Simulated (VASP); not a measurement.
# Cd (P6_3/mmc) in VASP: a series of runs

The runs below take Cd through electric field gradients, with PBE.

Program: VASP 6.6.1. These are calculated values, not measurements. Logs are shortened: lines on timing, memory, paths and dates and some standing lists are left out, and cuts for length are marked.

## Step 1: The cell of the first run

Symmetry: P6_3/mmc, No. 194, hexagonal system. The conventional cell has a = 2.918 Å, b = 2.918 Å, c = 5.503 Å, α = 90.00°, β = 90.00°, γ = 120.00°. Within 3.8 Å of Cd (site symmetry -6m2) lie 12 Cd at 2.92 to 3.23 Å.

## Step 2: Electric field gradients, PBE (volume scaled by 0.94)

Contents of INCAR:

```
SYSTEM = Cd
ALGO = Normal
EDIFF = 1E-8
ENCUT = 520
GGA = PE
ISIF = 2
ISMEAR = -1
LASPH = .TRUE.
LCHARG = .FALSE.
LEFG = .TRUE.
LREAL = .FALSE.
LWAVE = .FALSE.
NBANDS = 19
NELM = 60
PREC = Accurate
SIGMA = 0.05
```

Contents of KPOINTS:

```
k-points
0
G
  14 14 7
  0 0 0
```

Contents of POSCAR:

```
Cd
1.0
    2.9180621286      0.0000000000      0.0000000000
   -1.4590310642      2.5271159331      0.0000000000
    0.0000000000      0.0000000000      5.5029719036
Cd
2
Direct
    0.3333333333      0.6666666667      0.2500000000
    0.6666666667      0.3333333333      0.7500000000
```

Potentials or basis: VASP PAW PBE potentials, release 64 (Cd).

On the command line:

```bash
> cat potpaw_PBE.64/Cd/POTCAR > POTCAR
> mpirun -np 1 vasp_std > vasp.out
```

OUTCAR:

```text
SYSTEM = Cd
   EDIFF = 1E-8
   ENCUT = 520
   GGA = PE
   ISIF = 2
   ISMEAR = -1
   LASPH = .TRUE.
   LREAL = .FALSE.
   NELM = 60
   PREC = Accurate

 ion  position               nearest neighbor table
   1  0.333  0.667  0.250-   2 3.23   2 3.23   2 3.23   2 3.23   2 3.23   2 3.23
   2  0.667  0.333  0.750-   1 3.23   1 3.23   1 3.23   1 3.23   1 3.23   1 3.23

  LATTYP: Found a hexagonal cell.
 ALAT       =     2.9180621286
 C/A-ratio  =     1.8858309594

  Lattice vectors:

 A1 = (   2.9180621286,   0.0000000000,   0.0000000000)
 A2 = (  -1.4590310642,   2.5271159331,   0.0000000000)
 A3 = (   0.0000000000,   0.0000000000,   5.5029719036)

Analysis of symmetry for initial positions (statically):
=====================================================================
 Subroutine PRICEL returns:
 Original cell was already a primitive cell.

 Routine SETGRP: Setting up the symmetry group for a
 hexagonal supercell.

 Subroutine GETGRP returns: Found 24 space group operations
 (whereof 12 operations were pure point group operations)
 out of a pool of 24 trial point group operations.

The static configuration has the point symmetry D_3d.
 The point group associated with its full space group is D_6h.

Analysis of symmetry for dynamics (positions and initial velocities):
=====================================================================
 Subroutine PRICEL returns:
 Original cell was already a primitive cell.

 Routine SETGRP: Setting up the symmetry group for a
 hexagonal supercell.

 Subroutine GETGRP returns: Found 24 space group operations
 (whereof 12 operations were pure point group operations)
 out of a pool of 24 trial point group operations.

The dynamic configuration has the point symmetry D_3d.
 The point group associated with its full space group is D_6h.

 Subroutine INISYM returns: Found 24 space group operations
 (whereof 12 operations are pure point group operations),
 and found     1 'primitive' translations

----------------------------------------------------------------------------------------

                                     Primitive cell

  volume of cell :      40.5805

  direct lattice vectors                    reciprocal lattice vectors
     2.918062129  0.000000000  0.000000000     0.342693183  0.197854002  0.000000000
    -1.459031064  2.527115933  0.000000000     0.000000000  0.395708003  0.000000000
     0.000000000  0.000000000  5.502971904     0.000000000  0.000000000  0.181719990

  length of vectors
     2.918062129  2.918062128  5.502971904     0.395708003  0.395708003  0.181719990

  position of ions in fractional coordinates (direct lattice)
     0.333333333  0.666666667  0.250000000
     0.666666667  0.333333333  0.750000000

  ion indices of the primitive-cell ions
   primitive index   ion index
                 1           1
                 2           2

----------------------------------------------------------------------------------------

 KPOINTS: k-points

Automatic generation of k-mesh.
 Grid dimensions read from file:
 generate k-points for:   14   14    7

 Generating k-lattice:

  Cartesian coordinates                     Fractional coordinates (reciprocal lattice)
     0.024478085  0.014132429  0.000000000     0.071428571 -0.000000000  0.000000000
     0.000000000  0.028264857  0.000000000     0.000000000  0.071428571  0.000000000
     0.000000000  0.000000000  0.025959999     0.000000000  0.000000000  0.142857143

  Length of vectors
     0.028264857  0.028264857  0.025959999

  Shift w.r.t. Gamma in fractional coordinates (k-lattice)
     0.000000000  0.000000000  0.000000000

 Subroutine IBZKPT returns following result:
 ===========================================

 Found     96 irreducible k-points:

 Following reciprocal coordinates:
            Coordinates               Weight
  0.000000  0.000000  0.000000      1.000000
  0.071429  0.000000  0.000000      6.000000
  0.142857  0.000000  0.000000      6.000000
  0.214286 -0.000000  0.000000      6.000000
  0.285714 -0.000000  0.000000      6.000000
  0.357143 -0.000000  0.000000      6.000000
[... 16 lines left out ...]
  0.285714  0.285714  0.000000      6.000000
  0.357143  0.285714  0.000000      6.000000
 [... further k-points ...]
   k-points           NKPTS =     96   k-points in BZ     NKDIM =     96   number of bands    NBANDS=     19
   number of dos      NEDOS =    301   number of ions     NIONS =      2
   total plane-waves  NPLWV =  24192
   dimension x,y,z NGX =    24 NGY =   24 NGZ =   42
   dimension x,y,z NGXF=    48 NGYF=   48 NGZF=   84
   ions per type =               2
   NGX,Y,Z   is equivalent  to a cutoff of  13.67, 13.67, 12.69 a.u.
   NGXF,Y,Z  is equivalent  to a cutoff of  27.35, 27.35, 25.38 a.u.
 SYSTEM =  Cd
   PREC   = accura    normal or accurate (medium, high low for compatibility)
   ISTART =      0    job   : 0-new  1-cont  2-samecut
   ICHARG =      2    charge: 1-file 2-atom 10-const
   ISPIN  =      1    spin polarized calculation?
   LNONCOLLINEAR =      F non collinear calculations
   LSORBIT =      F    spin-orbit coupling
   LASPH  =      T    aspherical Exc in radial PAW
   ENCUT  =  520.0 eV  38.22 Ry    6.18 a.u.   5.43  5.43 10.23*2*pi/ulx,y,z
   NELM   =     60;   NELMIN=  2; NELMDL= -5     # of ELM steps
   EDIFF  = 0.1E-07   stopping-criterion for ELM
   LREAL  =      F    real-space projection
   EDIFFG = 0.1E-06   stopping-criterion for IOM
   NSW    =      0    number of steps for IOM
   IBRION =     -1    ionic relax: 0-MD 1-quasi-New 2-CG
   NFREE  =      0    steps in history (QN), initial steepest desc. (CG)
   ISIF   =      2    stress and relaxation
   ISYM   =      2    0-nonsym 1-usesym 2-fastsym
   POTIM  = 0.5000    time-step for ionic-motion
   TEBEG  =    0.0;   TEEND  =   0.0 temperature during run
   PSTRESS=    0.0 pullay stress
   NELECT =      24.0000    total number of electrons
   NUPDOWN=      -1.0000    fix difference up-down
   EMIN   =  10.00;   EMAX   =-10.00  energy-range for DOS
   EFERMI =   0.00;   METHOD = LEGACY
   ISMEAR =    -1;   SIGMA  =   0.05  broadening in eV -4-tet -1-fermi 0-gaus
   EFERMI_NEDOS =   21; number of points for ismear=-14 and -15
   IALGO  =     38    algorithm
   IMIX   =      4    mixing-type and parameters
     AMIX     =   0.40;   BMIX     =  1.00
     AMIX_MAG =   1.60;   BMIX_MAG =  1.00
  volume/ion in A,a.u.               =      20.29       136.93
  Fermi-wavevector in a.u.,A,eV,Ry     =   1.374167  2.596799 25.692364  1.888336
  Thomas-Fermi vector in A             =   2.499618
   LORBIT       =      0    0 simple, 1 ext, 2 COOP (PROOUT), +10 PAW based schemes
   GGA     = PE    functional components
   LHFCALC =     F    Hartree Fock is set to
   AEXX    =    0.0000 exact exchange contribution
   IVDW    =     0    specifies the selected vdW correction
   LEPSILON=     F    determine dielectric tensor
   LRPA    =     F    only Hartree local field effects (RPA)
 non-spin polarized calculation
  energy-cutoff  :      520.00
  volume of cell :       40.58
 maximum number of plane-waves:      1119
 NGX is ok and might be reduce to    24
   NGX = 11   NGY = 11   NGZ = 21

 number of electron      24.0000016 magnetization

 Free energy of the ion-electron system (eV)
  ---------------------------------------------------
  ext. energy  EPLUGINS =         0.00000000
  ---------------------------------------------------
  free energy    TOTEN  =        -1.37102508 eV

  energy without entropy =       -1.36482190  energy(sigma->0) =       -1.36792349

 E-fermi :   3.4613     XC(G=0): -11.3649

 val. band max:        3.4389354463   @ k =   0.3571   0.2143   0.2857
 cond. band min:       3.4659537916   @ k =   0.3571   0.0714   0.0000
 fundamental gap:      0.0270183453
 Fermi energy:         3.4613253004

 k-point     1 :       0.0000    0.0000    0.0000
  band No.  band energies     occupation
      1      -6.7375      2.00000
      2      -6.4425      2.00000
      3      -5.9931      2.00000
      4      -5.9931      2.00000
      5      -5.9340      2.00000
      6      -5.9340      2.00000
[... 11 lines left out ...]
     18      19.0235      0.00000
     19      19.5275      0.00000
[... 485 lines left out ...]
 k-point    24 :       0.3571    0.2857    0.0000
  band No.  band energies     occupation
      1      -6.3420      2.00000
      2      -6.1265      2.00000
      3      -5.9888      2.00000
      4      -5.9235      2.00000
      5      -5.9010      2.00000
      6      -5.7651      2.00000
[... 11 lines left out ...]
     18       9.8121      0.00000
     19      11.6474      0.00000

 [... further k-points ...]

------------------------ aborting loop because EDIFF is reached ----------------------------------------

  FORCE on cell =-STRESS in cart. coord.  units (eV):
  Direction    XX          YY          ZZ          XY          YZ          ZX
  --------------------------------------------------------------------------------------
  -------------------------------------------------------------------------------------
  Total        2.3412363      2.3412363      1.4115642      0.0000000     -0.0000000      0.0000000
  in kB       92.4355103     92.4355103     55.7306627      0.0000000     -0.0000000      0.0000000
  external PRESSURE =      80.2005611 kB  Pullay stress =       0.0000000 kB

 VOLUME and BASIS-vectors are now :
 -----------------------------------------------------------------------------
  energy-cutoff  :      520.00
  volume of cell :       40.58
      direct lattice vectors                 reciprocal lattice vectors
     2.918062129  0.000000000  0.000000000     0.342693183  0.197854002  0.000000000
    -1.459031064  2.527115933  0.000000000     0.000000000  0.395708003  0.000000000
     0.000000000  0.000000000  5.502971904     0.000000000  0.000000000  0.181719990

 POSITION                                       TOTAL-FORCE (eV/Angst)
 -----------------------------------------------------------------------------------
     -0.00000      1.68474      1.37574        -0.000000     -0.000000      0.000000
      1.45903      0.84237      4.12723         0.000000      0.000000      0.000000
 -----------------------------------------------------------------------------------
    total drift:                               -0.000000      0.000000     -0.000000

  FREE ENERGIE OF THE ION-ELECTRON SYSTEM (eV)
  ---------------------------------------------------
  free  energy   TOTEN  =        -1.3710250782 eV

  energy  without entropy=       -1.3648218957  energy(sigma->0) =       -1.36792349

 Electric field gradients (V/A^2)
---------------------------------------------------------------------
 ion       V_xx      V_yy      V_zz      V_xy      V_xz      V_yz
---------------------------------------------------------------------
   1     -45.287   -45.286    90.574     0.001     0.000    -0.000
   2     -45.287   -45.286    90.574     0.001    -0.000     0.000
---------------------------------------------------------------------

 Electric field gradients after diagonalization (V/A^2)
 (convention: |V_zz| > |V_xx| > |V_yy|)
----------------------------------------------------------------------
 ion       V_xx      V_yy      V_zz     asymmetry (V_yy - V_xx)/ V_zz
----------------------------------------------------------------------
   1     -45.288   -45.285    90.574       0.000
   2     -45.288   -45.285    90.574       0.000
----------------------------------------------------------------------

           NMR quadrupolar parameters

 Cq : quadrupolar parameter    Cq=e*Q*V_zz/h
 eta: asymmetry parameters     (V_yy - V_xx)/ V_zz
 Q  : nuclear electric quadrupole moment in mb (millibarn)
----------------------------------------------------------------------
 ion       Cq(MHz)       eta       Q (mb)
----------------------------------------------------------------------
   1       0.219       0.000       1.000
   2       0.219       0.000       1.000
----------------------------------------------------------------------
```

Wall time 22 s (1 thread of Intel Xeon 6975P-C (Granite Rapids), shared host); peak memory 0.2 GiB.

Results:

```
Free energy            : -1.3710 eV
Pressure               : 8.0 GPa
Band gap on the k mesh : zero (band 12 reaches 4.83 eV, above the bottom of band 13 at 0.46 eV)
```

Stress tensor (GPa, compression positive):
```
9.24 0.00 0.00
0.00 9.24 0.00
0.00 0.00 5.57
```

Electric field gradients, principal values (V/Å²):
```tsv
atom	least	middle	greatest (by size)
1 Cd	-45.285	-45.288	90.574
2 Cd	-45.285	-45.288	90.574
```

Caveat: without QUAD_EFG the Cq values of the log hold for a quadrupole moment of 1 mb, not for the nuclei.

[end of part 1 of 3]
